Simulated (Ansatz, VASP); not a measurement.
GdO: VASP beside Ansatz

Contents of INCAR:

```
  PREC = Accurate
  ENCUT = 520
  EDIFF = 1E-7
  ISMEAR = -1
  SIGMA = 0.08
  LREAL = F
  LASPH = T
  NELM = 150
  ALGO = Normal
  ISIF = 2
  LWAVE = F
  LCHARG = F
  ISPIN = 2
  MAGMOM = 7 0
  LORBIT = 11
  LMAXMIX = 6
  GGA = PS
  NBANDS = 23
```

File KPOINTS:

```
regular mesh
0
Gamma
  13 13 13
```

File POSCAR:

```
GdO
1.0
    0.0000000000      2.7228301322      2.7228301322
    2.7228301322      0.0000000000      2.7228301322
    2.7228301322      2.7228301322      0.0000000000
Gd O
1 1
Direct
    0.0000000000      0.0000000000      0.0000000000
    0.7500000000      0.7500000000      0.7500000000
```

Input for Ansatz:

```yaml
crystal:
  lattice:
    - [0.0, 2.7228301322, 2.7228301322]
    - [2.7228301322, 0.0, 2.7228301322]
    - [2.7228301322, 2.7228301322, 0.0]
  atoms:
    - { symbol: Gd, position: [0.0, 0.0, 0.0], spin: 7.0 }
    - { symbol: O, position: [0.75, 0.75, 0.75] }
magnetization:
  spin_polarized: true
kpoints:
  mp_grid: { grid: [13, 13, 13] }
scf:
  occupations: { method: fermi_dirac, width: 0.08 }
hamiltonian:
  xc: pbesol
  pseudopotentials: { kind: all_electron, lapw: { basis_error: 0.001 } }
output:
  forces: true
  stress: true
  eigenvalues: true
```

Change from the starting cell: volume scaled by 1.03.

Alike in both runs: task single point; functional PBEsol; k mesh 13 × 13 × 13; occupations fermi-dirac, width 0.08 eV; collinear spin.

```csv
,VASP,Ansatz
version,VASP 6.6.1,Ansatz 0.2.0
potentials or method,"VASP PAW PBE potentials, release 64 (Gd, O), cutoff 520 eV","all-electron LAPW, scalar-relativistic"
```

VASP gave:

| Property | Result |
| --- | --- |
| pressure (GPa) | -6.3 |
| net moment per atom (μB) | 3.74 |
| size of the moment on the site where the two differ most (μB) | 6.84 |

**Question.** Which values does Ansatz return?

**Answer.** Pressure (GPa): -6.4; net moment per atom (μB): 3.73; size of the moment on the site where the two differ most (μB): 6.99.

VASP's potentials were made for PBE, not for PBEsol. Site moments also hang on the region over which each program counts them. Ansatz ran all-electron here, and VASP with PAW potentials.

Neither program's run includes spin-orbit coupling.
